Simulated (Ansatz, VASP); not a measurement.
Two plane-wave programs on Si3N2

```
Si N
1.0
     3.50580    0.00000    0.00000
     0.00000    3.50580    0.00000
     0.00000    0.00000    5.27939
Si N
3 2
Direct
  0.50000 0.50000 0.00000
  0.00000 0.50000 0.63406
  0.50000 0.00000 0.36594
  0.50000 0.50000 0.50000
  0.00000 0.00000 0.50000
```

Alike in both runs: functional PBE; k mesh 4 × 4 × 6; occupations gaussian, width 0.1 eV; no spin polarisation.

Ansatz relaxed the structure, and its values are those at the end. VASP's run is a single point on that final structure, the one shown.

|  | VASP | Ansatz |
| --- | --- | --- |
| version | VASP 6.6.1 | Ansatz 0.2.0 |
| potentials or method | VASP PAW PBE potentials, release 64 (Si, N), cutoff 520 eV | scalar-relativistic, plane waves, PAW |
| valence electrons in the cell | 22 | 22 |

Ansatz gave:

```
gap on the k mesh at the Fermi level (eV) : none
pressure (GPa)                            : 0.1
rms of the force components (eV/Å)        : 0.003
```

Problem. Estimate VASP's values.

Solution. gap on the k mesh at the Fermi level (eV): none; pressure (GPa): 0.0; rms of the force components (eV/Å): 0.005.

A gap of «none» marks a metal or a gap that the smearing closes. With one functional, cell and mesh, what is left measures potentials, basis and numerics.

The k mesh is coarse, so the values compare programs but aren't converged.
